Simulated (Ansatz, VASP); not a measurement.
## NiO: VASP beside Ansatz

Contents of INCAR:

```
SYSTEM = NiO
PREC = Accurate ; ENCUT = 600
EDIFF = 1E-6 ; ISMEAR = 0
SIGMA = 0.02 ; LREAL = .FALSE.
LASPH = .TRUE. ; NELM = 200
ALGO = Normal ; ISIF = 2
LWAVE = .FALSE. ; LCHARG = .FALSE.
ISPIN = 2 ; MAGMOM = 1.91 0.21
LORBIT = 11 ; LMAXMIX = 4
LDAU = .TRUE. ; LDAUTYPE = 2
LDAUL = 2 -1 ; LDAUU = 6.2 0
LDAUJ = 0 0 ; LDAUPRINT = 1
GGA = PE ; NBANDS = 23
GGA_COMPAT = .FALSE.
```

KPOINTS

```
Automatic mesh
0
G
  12 12 12
  0 0 0
```

Contents of POSCAR:

```
NiO
1.0
    0.0000000000      2.0677029559      2.0677029559
    2.0677029559      0.0000000000      2.0677029559
    2.0677029559      2.0677029559      0.0000000000
Ni O
1 1
Direct
    0.0000000000      0.0000000000      0.0000000000
    0.5000000000      0.5000000000      0.5000000000
```

Input for Ansatz:

```yaml
crystal:
  lattice:
    - [0.0, 2.0677029559, 2.0677029559]
    - [2.0677029559, 0.0, 2.0677029559]
    - [2.0677029559, 2.0677029559, 0.0]
  atoms:
    - { symbol: Ni, position: [0.0, 0.0, 0.0], spin: 1.91 }
    - { symbol: O, position: [0.5, 0.5, 0.5], spin: 0.21 }
basis:
  ecutwfc: 420
kpoints:
  mp_grid: { grid: [12, 12, 12] }
hamiltonian:
  xc: pbe
  hubbard: { sites: [{ species: Ni, l: d, u_eff: 6.2 }] }
scf:
  occupations: { method: gaussian, width: 0.02 }
output:
  forces: true
  stress: true
  eigenvalues: true
  populations: true
magnetization:
  spin_polarized: true
```

Alike in both runs: task single point; functional PBE; k mesh 12 × 12 × 12; occupations gaussian, width 0.02 eV; collinear spin; Hubbard terms Ni d U = 6.2 eV.

|  | VASP | Ansatz |
| --- | --- | --- |
| version | VASP 6.6.1 | Ansatz 0.2.0 |
| potentials or method | VASP PAW PBE potentials, release 64 (Ni_sv_GW, O), cutoff 600 eV | scalar-relativistic, plane waves, PAW |
| valence electrons in the cell | 24 | 24 |

Ansatz gave:

* gap on the k mesh at the Fermi level (eV): 2.15
* least direct gap on the mesh (eV): 2.97
* pressure (GPa): 21.1
* net moment per atom (μB): 1.00
* size of the moment on the site where the two differ most (μB): 1.71

Question: What did VASP give for the same quantities?

Answer: gap on the k mesh at the Fermi level (eV): 2.49; least direct gap on the mesh (eV): 3.44; pressure (GPa): 16.6; net moment per atom (μB): 1.00; size of the moment on the site where the two differ most (μB): 1.79.

Site moments also hang on the region over which each program counts them. The programs project onto different local orbitals, so the same U acts differently, and such runs can settle in different states.
